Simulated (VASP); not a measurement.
Fe, 1 atom in the cell. It takes space group Fmmm (No. 69, orthorhombic). The conventional cell has a = 2.997 Å, b = 3.883 Å, c = 3.930 Å, α = 90.00°, β = 90.00°, γ = 90.00°. Fe (site symmetry mmm) has 14 Fe at 2.45 to 3.00 Å within 3.2 Å. 

| Item | Value |
| --- | --- |
| Program | VASP 6.6.1 |
| Task | single point |
| Functional | PBE |
| Potentials or basis | VASP PAW PBE potentials, release 64 (Fe) |
| Cutoff | 600 eV |
| k mesh | 13 × 13 × 13 |
| Occupations | fermi-dirac, width 0.05 eV |
| Spin | collinear spin, ferromagnetic start |
| Starting moments | [2.2] μB |
| Dipole correction | no |
| Further INCAR settings | ALGO = Normal; EDIFF = 1e-06; NBANDS = 14 |

Potentials or basis: VASP PAW PBE potentials, release 64 (Fe).

Run with:

```bash
$ cat potpaw_PBE.64/Fe/POTCAR > POTCAR
$ mpirun -np 1 vasp_std > vasp.out
```

Hardware: 1 thread of Oxide Virtual Turin-like Processor (shared host).

**Question.** How long does it take, and how much memory?

**Answer.** Run time: 3.9 min on 1 thread of Oxide Virtual Turin-like Processor, on a shared host, peak memory 0.18 GiB. Counts: scf iterations 13, k points 343.
